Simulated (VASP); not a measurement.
Crystal: LiCl.

```xyz
2
Lattice="3.2711 0.0636 0.0000 0.0636 3.2711 0.0000 0.0000 0.0000 3.2711" Properties=species:S:1:pos:R:3 pbc="T T T"
Li    0.0000    0.0000    0.0000
Cl    1.6674    1.6674    1.6356
```

This cell differs from its parent crystal: shear xy strain +3.9%.

Base run:

| Property | Result |
| --- | --- |
| Program | VASP 6.6.1 |
| Functional | r2SCAN |
| Potentials or basis | VASP PAW PBE potentials, release 64 (Li_sv, Cl) |
| Cutoff | 520 eV |
| k mesh | 8 × 8 × 8 |
| Occupations | gaussian, width 0.01 eV |
| Spin | no spin polarisation |

Its results: band gap on the k mesh 5.39 eV, indirect (least direct gap 5.98 eV).

Task: The run is repeated on the same cell with these changes: functional from r2SCAN to PBE; occupations from gaussian, width 0.01 eV to fermi-dirac, width 0.02 eV. What comes out?

Result: Band gap on the k mesh 4.44 eV, indirect (least direct gap 5.17 eV).

A k mesh can miss the band edges.
